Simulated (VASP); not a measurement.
Runs of VASP 6.6.1 on CdS. The structure is that of space group Fm-3m (No. 225), or close to it. The cells are those of the table. 

```tsv
level	cell	gap on the mesh (eV)	pressure (GPa)
RPBE	a = 3.896 Å, angles 60.0°, 2 atoms	0.37	2.3
PBEsol	a = 3.966 Å, angles 60.0°, 2 atoms	0.12	-7.0
PBEsol	a = 4.070 Å, angles 60.0°, 2 atoms	(b)	-10.0
PBEsol	a = 3.896 Å, angles 60.0°, 2 atoms	0.13	(a)
```

Alike in all rows: task single point; potentials or basis VASP PAW PBE potentials, release 64 (Cd, S); no spin polarisation; k mesh 12 × 12 × 12; cutoff (eV) 500; smearing gaussian 0.05 eV.

Problem. Fill in the values left out.

Solution. (a) -4.1; (b) 0.09.

Caveats: semilocal functionals underestimate gaps, and a narrow one can read as zero; the PAW data sets were made with another functional, which shifts forces and pressure a little; the cell stands under tension (at least some runs).

A k mesh can miss the band edges, and the runs leave out spin-orbit coupling on Cd.
